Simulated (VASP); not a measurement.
# ScAl3 (Pm-3m) in VASP: further runs

The runs below take ScAl3 through single point, with PBE.

All numbers are computed with VASP 6.6.1; they aren't measurements. Logs are shortened: lines on timing, memory, paths and dates and some standing lists are left out, and cuts for length are marked.

### 1 The cell of the first run

It takes space group Pm-3m (No. 221, cubic). Conventional cell: a = 3.947 Å, b = 3.947 Å, c = 3.947 Å, α = 90.00°, β = 90.00°, γ = 90.00°. Sc (site symmetry m-3m) has 12 Al at 2.79 Å within 3.7 Å. Within 3.7 Å of Al (site symmetry 4/mmm) lie 4 Sc at 2.79 Å and 8 Al at 2.79 Å.

### 2 Single point, PBE

INCAR

```
PREC = Accurate ; ENCUT = 520
EDIFF = 1E-6 ; ISMEAR = -1
SIGMA = 0.1 ; LREAL = F
LASPH = T ; NELM = 80
ALGO = Normal ; ISIF = 2
LWAVE = F ; LCHARG = T
GGA = PE ; LELF = T
LVHAR = T ; NBANDS = 18
```

KPOINTS

```
Automatic mesh
0
Gamma
  6 6 6
```

POSCAR

```
ScAl3
1.0
    3.9467338497      0.0000000000      0.0000000000
    0.0000000000      3.9467338497      0.0000000000
    0.0000000000      0.0000000000      3.9467338497
Sc Al
1 3
Direct
    0.0000000000      0.0000000000      0.0000000000
    0.5000000000      0.0000000000      0.5000000000
    0.0000000000      0.5000000000      0.5000000000
    0.5000000000      0.5000000000      0.0000000000
```

Potentials or basis: VASP PAW PBE potentials, release 64 (Sc_sv, Al).

Run with:

```
$ cat potpaw_PBE.64/Sc_sv/POTCAR potpaw_PBE.64/Al/POTCAR > POTCAR
$ mpirun -np 1 vasp_std > vasp.out
```

OUTCAR:

```text
PREC = Accurate
   ENCUT = 520
   EDIFF = 1E-6
   ISMEAR = -1
   LREAL = F
   LASPH = T
   NELM = 80
   ISIF = 2
   GGA = PE

 ion  position               nearest neighbor table
   1  0.000  0.000  0.000-   2 2.79   3 2.79   4 2.79   2 2.79   3 2.79   3 2.79   4 2.79   3 2.79
                             2 2.79   4 2.79   2 2.79   4 2.79
   2  0.500  0.000  0.500-   1 2.79   3 2.79   4 2.79   1 2.79   4 2.79   3 2.79   4 2.79   4 2.79
                             1 2.79   3 2.79   1 2.79   3 2.79
   3  0.000  0.500  0.500-   1 2.79   2 2.79   4 2.79   1 2.79   4 2.79   1 2.79   2 2.79   1 2.79
                             2 2.79   4 2.79   4 2.79   2 2.79
   4  0.500  0.500  0.000-   1 2.79   2 2.79   3 2.79   2 2.79   3 2.79   1 2.79   2 2.79   2 2.79
                             1 2.79   3 2.79   3 2.79   1 2.79

  LATTYP: Found a simple cubic cell.
 ALAT       =     3.9467338497

  Lattice vectors:

 A1 = (   3.9467338497,   0.0000000000,   0.0000000000)
 A2 = (   0.0000000000,   3.9467338497,   0.0000000000)
 A3 = (   0.0000000000,   0.0000000000,   3.9467338497)

Analysis of symmetry for initial positions (statically):
=====================================================================
 Subroutine PRICEL returns:
 Original cell was already a primitive cell.

 Routine SETGRP: Setting up the symmetry group for a
 simple cubic supercell.

 Subroutine GETGRP returns: Found 48 space group operations
 (whereof 48 operations were pure point group operations)
 out of a pool of 48 trial point group operations.

The static configuration has the point symmetry O_h .

Analysis of symmetry for dynamics (positions and initial velocities):
=====================================================================
 Subroutine PRICEL returns:
 Original cell was already a primitive cell.

 Routine SETGRP: Setting up the symmetry group for a
 simple cubic supercell.

 Subroutine GETGRP returns: Found 48 space group operations
 (whereof 48 operations were pure point group operations)
 out of a pool of 48 trial point group operations.

The dynamic configuration has the point symmetry O_h .

 Subroutine INISYM returns: Found 48 space group operations
 (whereof 48 operations are pure point group operations),
 and found     1 'primitive' translations

----------------------------------------------------------------------------------------

                                     Primitive cell

  volume of cell :      61.4771

  direct lattice vectors                    reciprocal lattice vectors
     3.946733850  0.000000000  0.000000000     0.253374065  0.000000000  0.000000000
     0.000000000  3.946733850  0.000000000     0.000000000  0.253374065  0.000000000
     0.000000000  0.000000000  3.946733850     0.000000000  0.000000000  0.253374065

  length of vectors
     3.946733850  3.946733850  3.946733850     0.253374065  0.253374065  0.253374065

  position of ions in fractional coordinates (direct lattice)
     0.000000000  0.000000000  0.000000000
     0.500000000  0.000000000  0.500000000
     0.000000000  0.500000000  0.500000000
     0.500000000  0.500000000  0.000000000

  ion indices of the primitive-cell ions
   primitive index   ion index
                 1           1
                 2           2
                 3           3
                 4           4

----------------------------------------------------------------------------------------

 KPOINTS: Automatic mesh

Automatic generation of k-mesh.
 Grid dimensions read from file:
 generate k-points for:    6    6    6

 Generating k-lattice:

  Cartesian coordinates                     Fractional coordinates (reciprocal lattice)
     0.042229011  0.000000000  0.000000000     0.166666667  0.000000000  0.000000000
     0.000000000  0.042229011  0.000000000     0.000000000  0.166666667  0.000000000
     0.000000000  0.000000000  0.042229011     0.000000000  0.000000000  0.166666667

  Length of vectors
     0.042229011  0.042229011  0.042229011

  Shift w.r.t. Gamma in fractional coordinates (k-lattice)
     0.000000000  0.000000000  0.000000000

 Subroutine IBZKPT returns following result:
 ===========================================

 Found     20 irreducible k-points:

 Following reciprocal coordinates:
            Coordinates               Weight
  0.000000  0.000000  0.000000      1.000000
  0.166667  0.000000  0.000000      6.000000
  0.333333  0.000000  0.000000      6.000000
  0.500000  0.000000  0.000000      3.000000
  0.166667  0.166667  0.000000     12.000000
  0.333333  0.166667  0.000000     24.000000
[... 12 lines left out ...]
  0.500000  0.500000  0.333333      6.000000
  0.500000  0.500000  0.500000      1.000000
   k-points           NKPTS =     20   k-points in BZ     NKDIM =     20   number of bands    NBANDS=     18
   number of dos      NEDOS =    301   number of ions     NIONS =      4
   total plane-waves  NPLWV =  27000
   dimension x,y,z NGX =    30 NGY =   30 NGZ =   30
   dimension x,y,z NGXF=    60 NGYF=   60 NGZF=   60
   ions per type =               1   3
   NGX,Y,Z   is equivalent  to a cutoff of  12.64, 12.64, 12.64 a.u.
   NGXF,Y,Z  is equivalent  to a cutoff of  25.27, 25.27, 25.27 a.u.
 SYSTEM =  unknown system
   PREC   = accura    normal or accurate (medium, high low for compatibility)
   ISTART =      0    job   : 0-new  1-cont  2-samecut
   ICHARG =      2    charge: 1-file 2-atom 10-const
   ISPIN  =      1    spin polarized calculation?
   LNONCOLLINEAR =      F non collinear calculations
   LSORBIT =      F    spin-orbit coupling
   LASPH  =      T    aspherical Exc in radial PAW
   ENCUT  =  520.0 eV  38.22 Ry    6.18 a.u.   7.34  7.34  7.34*2*pi/ulx,y,z
   NELM   =     80;   NELMIN=  2; NELMDL= -5     # of ELM steps
   EDIFF  = 0.1E-05   stopping-criterion for ELM
   LREAL  =      F    real-space projection
   EDIFFG = 0.1E-04   stopping-criterion for IOM
   NSW    =      0    number of steps for IOM
   IBRION =     -1    ionic relax: 0-MD 1-quasi-New 2-CG
   NFREE  =      0    steps in history (QN), initial steepest desc. (CG)
   ISIF   =      2    stress and relaxation
   ISYM   =      2    0-nonsym 1-usesym 2-fastsym
   POTIM  = 0.5000    time-step for ionic-motion
   TEBEG  =    0.0;   TEEND  =   0.0 temperature during run
   PSTRESS=    0.0 pullay stress
   NELECT =      20.0000    total number of electrons
   NUPDOWN=      -1.0000    fix difference up-down
   EMIN   =  10.00;   EMAX   =-10.00  energy-range for DOS
   EFERMI =   0.00;   METHOD = LEGACY
   ISMEAR =    -1;   SIGMA  =   0.10  broadening in eV -4-tet -1-fermi 0-gaus
   EFERMI_NEDOS =   21; number of points for ismear=-14 and -15
   IALGO  =     38    algorithm
   IMIX   =      4    mixing-type and parameters
     AMIX     =   0.40;   BMIX     =  1.00
     AMIX_MAG =   1.60;   BMIX_MAG =  1.00
  volume/ion in A,a.u.               =      15.37       103.72
  Fermi-wavevector in a.u.,A,eV,Ry     =   1.125936  2.127710 17.248535  1.267732
  Thomas-Fermi vector in A             =   2.262615
   LORBIT       =      0    0 simple, 1 ext, 2 COOP (PROOUT), +10 PAW based schemes
   GGA     = PE    functional components
   LHFCALC =     F    Hartree Fock is set to
   AEXX    =    0.0000 exact exchange contribution
   IVDW    =     0    specifies the selected vdW correction
   LEPSILON=     F    determine dielectric tensor
   LRPA    =     F    only Hartree local field effects (RPA)
 non-spin polarized calculation
  energy-cutoff  :      520.00
  volume of cell :       61.48
 maximum number of plane-waves:      1675
 NGX is ok and might be reduce to    30
   NGX = 15   NGY = 15   NGZ = 15

 number of electron      20.0000002 magnetization

 Free energy of the ion-electron system (eV)
  ---------------------------------------------------
  ext. energy  EPLUGINS =         0.00000000
  ---------------------------------------------------
  free energy    TOTEN  =       -19.02485890 eV

  energy without entropy =      -18.98100235  energy(sigma->0) =      -19.00293063

 E-fermi :   8.3651     XC(G=0): -10.8320

 val. band max:        8.3525326692   @ k =   0.5000   0.3333   0.1667
 cond. band min:       8.3661061404   @ k =   0.1667   0.1667   0.0000
 fundamental gap:      0.0135734712
 Fermi energy:         8.3651169979

 k-point     1 :       0.0000    0.0000    0.0000
  band No.  band energies     occupation
      1     -40.3503      2.00000
      2     -19.0977      2.00000
      3     -19.0977      2.00000
      4     -19.0977      2.00000
      5      -2.3284      2.00000
      6       5.4940      2.00000
[... 10 lines left out ...]
     17      14.0918      0.00000
     18      14.0918      0.00000

 k-point     2 :       0.1667    0.0000    0.0000
  band No.  band energies     occupation
      1     -40.3498      2.00000
      2     -19.1111      2.00000
      3     -19.0967      2.00000
      4     -19.0967      2.00000
      5      -2.0505      2.00000
      6       3.9292      2.00000
[... 10 lines left out ...]
     17      14.1573      0.00000
     18      14.2589      0.00000

 k-point     3 :       0.3333    0.0000    0.0000
  band No.  band energies     occupation
      1     -40.3486      2.00000
      2     -19.1378      2.00000
      3     -19.0947      2.00000
      4     -19.0947      2.00000
      5      -1.2479      2.00000
      6       1.9408      2.00000
[... 10 lines left out ...]
     17      13.2473      0.00000
     18      14.6674      0.00000

 k-point     4 :       0.5000    0.0000    0.0000
  band No.  band energies     occupation
      1     -40.3480      2.00000
      2     -19.1510      2.00000
      3     -19.0936      2.00000
      4     -19.0936      2.00000
      5      -0.2958      2.00000
      6       0.5707      2.00000
[... 291 lines left out ...]
      4     -19.1251      2.00000
      5       1.3744      2.00000
      6       2.4797      2.00000
[... 10 lines left out ...]
     17      13.2614      0.00000
     18      16.2530      0.00000

 k-point    19 :       0.5000    0.5000    0.3333
  band No.  band energies     occupation
      1     -40.3442      2.00000
      2     -19.1375      2.00000
      3     -19.1375      2.00000
      4     -19.1241      2.00000
      5       2.0953      2.00000
      6       2.9899      2.00000
[... 10 lines left out ...]
     17      12.8621      0.00000
     18      17.6448      0.00000

 k-point    20 :       0.5000    0.5000    0.5000
  band No.  band energies     occupation
      1     -40.3437      2.00000
      2     -19.1356      2.00000
      3     -19.1356      2.00000
      4     -19.1356      2.00000
      5       3.2809      2.00000
      6       3.2809      2.00000
[... 10 lines left out ...]
     17      12.8450      0.00000
     18      19.9740      0.00000

------------------------ aborting loop because EDIFF is reached ----------------------------------------

  FORCE on cell =-STRESS in cart. coord.  units (eV):
  Direction    XX          YY          ZZ          XY          YZ          ZX
  --------------------------------------------------------------------------------------
  -------------------------------------------------------------------------------------
  Total        5.0290938      5.0290938      5.0290938     -0.0000000      0.0000000     -0.0000000
  in kB      131.0650191    131.0650191    131.0650191     -0.0000000      0.0000000     -0.0000000
  external PRESSURE =     131.0650191 kB  Pullay stress =       0.0000000 kB

 VOLUME and BASIS-vectors are now :
 -----------------------------------------------------------------------------
  energy-cutoff  :      520.00
  volume of cell :       61.48
      direct lattice vectors                 reciprocal lattice vectors
     3.946733850  0.000000000  0.000000000     0.253374065  0.000000000  0.000000000
     0.000000000  3.946733850  0.000000000     0.000000000  0.253374065  0.000000000
     0.000000000  0.000000000  3.946733850     0.000000000  0.000000000  0.253374065

 POSITION                                       TOTAL-FORCE (eV/Angst)
 -----------------------------------------------------------------------------------
      0.00000      0.00000      0.00000         0.000000      0.000000      0.000000
      1.97337      0.00000      1.97337         0.000000      0.000000      0.000000
      0.00000      1.97337      1.97337         0.000000      0.000000      0.000000
      1.97337      1.97337      0.00000         0.000000      0.000000      0.000000
 -----------------------------------------------------------------------------------
    total drift:                                0.000000     -0.000000      0.000000

  FREE ENERGIE OF THE ION-ELECTRON SYSTEM (eV)
  ---------------------------------------------------
  free  energy   TOTEN  =       -19.0248589014 eV

  energy  without entropy=      -18.9810023528  energy(sigma->0) =      -19.00293063
```

Run time: 26 s. Hardware: 1 thread of Intel Xeon 8259CL, shared host; peak memory 0.17 GiB.

What came out:

| Property | Result |
| --- | --- |
| Free energy | -19.0249 eV |
| Pressure | 13.1 GPa |
| Band gap on the k mesh | zero (bands 10 and 11 overlap by 4.22 eV) |

Levels at points of the mesh, in eV from the Fermi level:
| k point | band 7 | band 8 | band 9 | band 10 | band 11 | band 12 | band 13 | band 14 |
| --- | --- | --- | --- | --- | --- | --- | --- | --- |
| (0.00, 0.00, 0.00) | -2.87 | -1.96 | -1.96 | -1.96 | 1.14 | 1.25 | 1.25 | 1.25 |
| (0.50, 0.00, 0.00) | -1.99 | -1.99 | -1.81 | 1.06 | 1.06 | 1.26 | 1.39 | 1.65 |
| (0.50, 0.50, 0.00) | -5.90 | -4.72 | -0.72 | -0.72 | 1.12 | 1.39 | 2.21 | 2.69 |
| (0.50, 0.50, 0.50) | -5.08 | -4.97 | -3.16 | -3.16 | -3.16 | 1.13 | 2.80 | 2.80 |

Caveat: the cell stands under pressure.

(Continued in part 2 of 2.)
